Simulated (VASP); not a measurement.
The system is CoPb.

```
Co Pb
1.0
     3.47536    0.00000    0.00000
     0.00000    3.47536    0.00000
     0.00000    0.00000    3.47536
Co Pb
1 1
Direct
  0.00000 0.00000 0.00000
  0.50000 0.50000 0.50000
```

- Program: VASP 6.6.1
- Task: relaxation of cell and atoms
- Functional: PBE
- Potentials or basis: VASP PAW PBE potentials, release 64 (Co, Pb_d)
- Cutoff: 600 eV
- k mesh: 6 × 6 × 6
- Occupations: gaussian, width 0.1 eV
- Spin: collinear spin, ferromagnetic start
- Starting moments: [1.51, 0.0] μB

At the start: pressure -8.4 GPa; volume 20.99 Å³/atom.

**Question.** Where does the relaxation end?

**Answer.** Over 3 steps the energy falls by 89.0 meV/atom and the volume is 18.13 Å³/atom (-13.6 %); space group Pm-3m (No. 221, to 0.1 Å) before and after; moment 0.99 μB per cell.

Step by step:
```csv
step,energy change (eV),largest force (eV/Å),pressure (GPa),volume (Å³)
1,0.0000,0.0000,-8.37,41.98
2,-0.1753,0.0000,1.58,35.66
3,-0.1780,0.0000,-0.06,36.26
```

Final structure:
```cif
data_structure
_symmetry_space_group_name_H-M 'P 1'
_symmetry_Int_Tables_number 1
_cell_length_a 3.3098
_cell_length_b 3.3098
_cell_length_c 3.3098
_cell_angle_alpha 90.000
_cell_angle_beta 90.000
_cell_angle_gamma 90.000
_cell_volume 36.26
loop_
_atom_site_label
_atom_site_type_symbol
_atom_site_fract_x
_atom_site_fract_y
_atom_site_fract_z
_atom_site_occupancy
Co1 Co 0.00000 0.00000 0.00000 1
Pb1 Pb 0.50000 0.50000 0.50000 1
```
